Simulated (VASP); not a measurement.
**Mg: single point with LDA**

Mg:

```xyz
2
Lattice="2.5036 0.0000 0.0000 -1.2518 2.1682 0.0000 0.0000 0.0000 4.0535" Properties=species:S:1:pos:R:3 pbc="T T T"
Mg    0.0000    1.4455    1.0134
Mg    1.2518    0.7227    3.0401
```

```
Program                : VASP 6.6.1
Task                   : single point
Functional             : LDA
Potentials or basis    : VASP PAW LDA potentials, release 64 (Mg)
Cutoff                 : 520 eV
k mesh                 : 18 × 18 × 10
Occupations            : gaussian, width 0.1 eV
Spin                   : no spin polarisation
Dipole correction      : no
Further INCAR settings : ALGO = Normal; EDIFF = 1e-06; NBANDS = 9
```

- Pressure: 101.8 GPa
- Band gap on the k mesh: zero (band 2 reaches 8.75 eV, above the bottom of band 3 at 6.51 eV)

Levels at points of the mesh, in eV from the Fermi level:
```csv
k point,band 1,band 2,band 3,band 4,band 5,band 6,band 7
"(0.00, 0.00, 0.00)",-10.65,-2.81,-1.26,15.62,15.62,16.73,17.50
"(0.50, 0.00, 0.00)",-3.51,-2.81,3.03,4.19,5.04,6.08,11.93
"(0.00, 0.00, 0.50)",-8.38,-8.38,7.55,7.55,16.45,16.45,16.45
"(0.50, 0.00, 0.50)",-1.85,-1.85,-0.36,-0.36,10.56,10.56,13.18
```

Run time: 12 s on 1 thread of Intel(R) Xeon(R) 6975P-C (Granite Rapids), with other jobs on the host, peak memory 0.15 GiB.
